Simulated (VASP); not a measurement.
# H4C in VASP: notebook, part 2 of 2

VASP 6.6.1.

### 3 Single point, PBE+D3(BJ)

This run uses another cell than the first one, of 5.99 Å³/atom, 1.120 times its volume.

INCAR reads:

```
  ALGO = Normal
  EDIFF = 1E-6
  ENCUT = 520
  GGA = PE
  GGA_COMPAT = False
  ISIF = 2
  ISMEAR = -1
  IVDW = 12
  LASPH = True
  LCHARG = False
  LREAL = Auto
  LWAVE = False
  NBANDS = 58
  NELM = 120
  PREC = Accurate
  SIGMA = 0.02
```

KPOINTS reads:

```
k-points
0
Gamma
  1 1 1
```

POSCAR reads:

```
H4C
1.0
    6.2103440000      0.0000000000      0.0000000000
    0.0000000000      6.2103440000      0.0000000000
    0.0000000000      0.0000000000      6.2103440000
C H
8 32
Direct
    0.7602638437     -0.0017873406     -0.0529439271
    0.2330627740      1.1109690542      0.7934182068
    0.6080017468     -0.0582898467      0.4363687422
    0.5823509938      0.4040516918      0.7606180914
    0.2473614988      0.7026824923      0.1621166235
    0.0427995615      0.6734892624      0.6650517266
    0.7166591738      0.4477529747      0.2481505050
    0.0962426558      0.1640971901      0.3264875504
    0.8257674615      0.0253448118     -0.2144164639
    0.6639728814     -0.1514730907     -0.0529922336
    0.6606719370      0.1380116786     -0.0182437559
    0.8920600856     -0.0196446445      0.0621543670
    0.2683265210      1.1838957713      0.9447785823
    0.2530455640      1.2335387541      0.6661627762
    0.0729267171      1.0378169068      0.7718413022
    0.3399006561      0.9666614281      0.7539195896
    0.4829040066     -0.0181954494      0.5590189529
    0.6575159122     -0.2183936993      0.4490089438
    0.7327774436      0.0604636394      0.3935047720
    0.5124997907     -0.0614619738      0.2932204722
    0.4845786320      0.5094886853      0.6536191876
    0.5686641513      0.2407113036      0.7232610625
    0.4866558117      0.4099128808      0.9119784669
    0.7490406329      0.4572532536      0.7626952710
    0.1575275057      0.8259445854      0.0944553152
    0.3094514571      0.7595392461      0.3169550672
    0.3906224840      0.6543598873      0.0730233301
    0.1380921894      0.5607257827      0.1653209548
    0.1988778721      0.7111200281      0.7298468491
   -0.0805108380      0.7052749413      0.7823560176
    0.0120444214      0.5014214994      0.6364059704
   -0.0009661301      0.7648368593      0.5195686423
    0.5513543211      0.3961455275      0.2617729388
    0.6970628358      0.6057635455      0.1755619334
    0.8111466933      0.3336047085      0.1444525456
    0.7651589026      0.4597329874      0.4101383112
    0.2510649974      0.2438351241      0.3649073224
    0.1106863001      0.0026085512      0.4015880602
    0.0810422096      0.1763831440      0.1553054066
   -0.0360205489      0.2461216319      0.4045991655
```

Potentials or basis: VASP PAW PBE potentials, release 64 (C, H).

The run is started by

```sh
$ cat potpaw_PBE.64/C/POTCAR potpaw_PBE.64/H/POTCAR > POTCAR
$ mpirun -np 1 vasp_gam > vasp.out
```

OUTCAR:

```text
EDIFF = 1E-6
   ENCUT = 520
   GGA = PE
   ISIF = 2
   ISMEAR = -1
   IVDW = 12
   LASPH = True
   LREAL = Auto
   NELM = 120
   PREC = Accurate
 IVDW          = 12

 ion  position               nearest neighbor table
   1  0.760  0.998  0.947-  11 1.09  12 1.09   9 1.10  10 1.11
   2  0.233  0.111  0.793-  13 1.07  15 1.10  14 1.10  16 1.14
   3  0.608  0.942  0.436-  18 1.04  20 1.07  19 1.10  17 1.12
   4  0.582  0.404  0.761-  22 1.04  24 1.09  23 1.11  21 1.11
   5  0.247  0.703  0.162-  25 1.04  27 1.09  26 1.09  28 1.11
   6  0.043  0.673  0.665-  29 1.08  30 1.08  31 1.10  32 1.10
   7  0.717  0.448  0.248-  36 1.05  33 1.08  34 1.09  35 1.12
   8  0.096  0.164  0.326-  39 1.07  40 1.08  37 1.11  38 1.11
   9  0.826  0.025  0.786-   1 1.10
  10  0.664  0.849  0.947-   1 1.11
  11  0.661  0.138  0.982-   1 1.09
  12  0.892  0.980  0.062-   1 1.09
  13  0.268  0.184  0.945-   2 1.07
  14  0.253  0.234  0.666-   2 1.10
[... 24 lines left out ...]
  39  0.081  0.176  0.155-   8 1.07
  40  0.964  0.246  0.405-   8 1.08

  LATTYP: Found a simple cubic cell.
 ALAT       =     6.2103440000

  Lattice vectors:

 A1 = (   6.2103440000,   0.0000000000,   0.0000000000)
[... 237 lines left out ...]
  band No.  band energies     occupation
      1     -14.3381      2.00000
      2     -13.0291      2.00000
      3     -12.9005      2.00000
      4     -12.7287      2.00000
      5     -12.6331      2.00000
      6     -12.4704      2.00000
[... 36 lines left out ...]
     43       7.7365      0.00000
     44       7.8861      0.00000
 [bands above 44 left out]

------------------------ aborting loop because EDIFF is reached ----------------------------------------

 Edisp (eV)   -2.34629

 E8    (eV) :    -0.5065

  FORCE on cell =-STRESS in cart. coord.  units (eV):
  Direction    XX          YY          ZZ          XY          YZ          ZX
  --------------------------------------------------------------------------------------
  -------------------------------------------------------------------------------------
  Total      12.67145    10.61255    12.68442     0.12345     1.88060     2.65531
  in kB      84.75980    70.98774    84.84656     0.82576    12.57938    17.76150
  external pressure =       80.20 kB  Pullay stress =        0.00 kB

 VOLUME and BASIS-vectors are now :
 -----------------------------------------------------------------------------
  energy-cutoff  :      520.00
  volume of cell :      239.52
      direct lattice vectors                 reciprocal lattice vectors
     6.210344000  0.000000000  0.000000000     0.161021676  0.000000000  0.000000000
     0.000000000  6.210344000  0.000000000     0.000000000  0.161021676  0.000000000
     0.000000000  0.000000000  6.210344000     0.000000000  0.000000000  0.161021676

 POSITION                                       TOTAL-FORCE (eV/Angst)
 -----------------------------------------------------------------------------------
      4.72150      6.19924      5.88154        -0.388519     -0.551751     -0.269219
      1.44740      0.68916      4.92740         0.112994     -1.175757     -1.879753
      3.77590      5.84834      2.71000        -1.440707      1.566836     -0.398729
      3.61660      2.50930      4.72370        -1.645883      2.018896      0.430660
      1.53620      4.36390      1.00680         0.710053     -2.086435      0.780836
      0.26580      4.18260      4.13020        -1.186594     -0.977917     -0.630681
[... 32 lines left out ...]
      0.50330      1.09540      0.96450        -0.390813     -0.432325     -0.191095
      5.98664      1.52850      2.51270         0.395232      0.095677      0.143335
 -----------------------------------------------------------------------------------
    total drift:                               -0.003076     -0.012910      0.012299

  FREE ENERGIE OF THE ION-ELECTRON SYSTEM (eV)
  ---------------------------------------------------
  free  energy   TOTEN  =      -189.2945913057 eV

  energy  without entropy=     -189.2945913057  energy(sigma->0) =     -189.29459131
```

Wall time 21 s (1 thread of Intel Xeon 6975P-C (Granite Rapids), shared host); peak memory 0.32 GiB.

What came out:

```yaml
Free_energy: -189.2946 eV
Pressure: 8.0 GPa
Largest_force: 2.640 eV/Å
Band_gap_on_the_k_mesh: 7.24 eV
Dispersion_energy_per_atom: -0.059 eV
```

Forces in eV/Å, atoms in the order of the input:
```
C   -0.389 -0.552 -0.269
C    0.113 -1.176 -1.880
C   -1.441  1.567 -0.399
C   -1.646  2.019  0.431
C    0.710 -2.086  0.781
C   -1.187 -0.978 -0.631
C   -0.326 -0.106 -1.702
C    1.158 -0.047  1.343
H   -0.383 -0.206  0.349
H    0.044  0.389  0.011
H    0.057 -0.477  0.496
H   -0.273 -0.034 -0.135
H    0.117 -0.108  0.564
H    0.014 -0.506  0.595
H    0.668  0.685  0.472
H   -0.506  1.521  0.856
H    1.377  0.063 -0.495
H    0.916 -1.353  0.611
H   -0.153 -0.379  0.938
H   -0.349  0.157 -0.799
H    0.431 -0.509 -0.085
H    0.098 -1.083 -1.215
H    0.991  0.414 -0.215
H   -0.137 -0.036  0.528
H   -0.660  1.551 -1.180
H   -0.588 -0.717  0.012
H   -0.179  0.303 -0.466
H    0.358  0.286  0.412
H    0.444 -0.185 -0.016
H   -0.064  0.520  0.519
H    0.780  0.156 -0.314
H    0.311 -0.306  0.309
H   -0.698 -0.637 -0.206
H    0.596  0.183 -0.116
H   -0.689  1.132  0.854
H    0.993  0.249  0.886
H   -0.347  0.097  0.059
H   -0.167  0.525 -0.855
H   -0.391 -0.432 -0.191
H    0.395  0.096  0.143
```

Levels at points of the mesh, in eV from the valence-band top:
```csv
k point,band 28,band 29,band 30,band 31,band 32,band 33,band 34,band 35,band 36,band 37
"(0.00, 0.00, 0.00)",-0.84,-0.67,-0.58,-0.42,0.00,7.24,8.28,8.51,8.88,9.23
```

Caveat: the k points lie up to 1.01 Å⁻¹ apart.
